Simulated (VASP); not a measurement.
ScTa2N3, 6 atoms in the cell. It takes space group R-3m (No. 166, trigonal). Conventional cell: a = 5.047 Å, b = 5.047 Å, c = 10.941 Å, α = 90.00°, β = 90.00°, γ = 120.00°. Within 3.1 Å of Sc (site symmetry -3m) lie 6 N at 2.33 Å and 6 Ta at 2.94 Å. Within 3.5 Å of Ta (site symmetry 3m) lie 9 N at 2.66 to 2.90 Å and 4 Ta at 2.85 to 3.02 Å and 3 Sc at 2.94 Å. Within 3.1 Å of N (site symmetry 2/m) lie 2 Sc at 2.33 Å and 4 N at 2.52 Å and 6 Ta at 2.66 to 2.90 Å. The cell was generated, and may not be a known phase.

* Program: VASP 6.6.1
* Task: relaxation of cell and atoms
* Functional: PBE
* Potentials or basis: VASP PAW PBE potentials, release 64 (Sc_sv, Ta_pv, N)
* Cutoff: 600 eV
* k mesh: 6 × 6 × 6
* Occupations: gaussian, width 0.1 eV
* Spin: no spin polarisation
* Dipole correction: no
* Further INCAR settings: ALGO = Normal; EDIFF = 1e-06; IBRION = 2; EDIFFG = -0.04; NSW = 90; ISIF = 3

Potentials or basis: VASP PAW PBE potentials, release 64 (Sc_sv, Ta_pv, N).

The run is started by

```console
$ cat potpaw_PBE.64/Sc_sv/POTCAR potpaw_PBE.64/Ta_pv/POTCAR potpaw_PBE.64/N/POTCAR > POTCAR
$ mpirun -np 1 vasp_std > vasp.out
```

Hardware: 1 thread of Intel(R) Xeon(R) 6975P-C (Granite Rapids), on a shared host.

How long does it take, and how much memory?

It took 27 min on 1 thread of Intel(R) Xeon(R) 6975P-C (Granite Rapids), on a shared host, peak memory 0.3 GiB. Counts: scf iterations 167, k points 32, ion steps 20.
